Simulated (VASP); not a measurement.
Wanted: the native input for a VASP 6.6.1 run.

| Quantity | Value |
| --- | --- |
| Task | single point |
| Functional | PBE |
| Potentials or basis | VASP PAW PBE potentials, release 64 (Zn, O) |
| Cutoff | 520 eV |
| k mesh | 6 × 6 × 3, shifted |
| Occupations | gaussian, width 0.01 eV |
| Spin | no spin polarisation |
| Dipole correction | no |
| Further INCAR settings | ALGO = Normal; EDIFF = 1e-06; NBANDS = 26; ISYM = 0 |

The structure of ZnO (zincite) lies in POSCAR:

```
ZnO
1.0
    3.2493080000      0.0000000000      0.0000000000
   -1.6246540000      2.8139830000      0.0000000000
    0.0000000000      0.0000000000      5.2057090000
Zn O
2 2
Direct
    0.3333333333      0.6666666667      0.5000000000
    0.6666666667      0.3333333333      0.0000000000
    0.6666666667      0.3333333333      0.3790100000
    0.3333333333      0.6666666667      0.8790100000
```

One way to write it, as run:

INCAR

```
SYSTEM = ZnO
ALGO = Normal
EDIFF = 1E-6
ENCUT = 520
GGA = PE
ISIF = 2
ISMEAR = 0
ISYM = 0
LASPH = .True.
LCHARG = .False.
LREAL = .False.
LWAVE = .False.
NBANDS = 26
NELM = 60
PREC = Accurate
SIGMA = 0.01
```

KPOINTS

```
Automatic mesh
0
Gamma
  6 6 3
  0.5 0.5 0
```

Potentials or basis: VASP PAW PBE potentials, release 64 (Zn, O).

Command:

```console
$ cat potpaw_PBE.64/Zn/POTCAR potpaw_PBE.64/O/POTCAR > POTCAR
$ mpirun -np 1 vasp_std > vasp.out
```

Results of the run:

The pressure is 6.0 GPa, the largest force is 0.075 eV/Å and the band gap on the k mesh is 1.41 eV, direct.

It took 73 s on 1 thread of Intel(R) Xeon(R) 6975P-C (Granite Rapids), with other jobs on the host, peak memory 0.28 GiB.
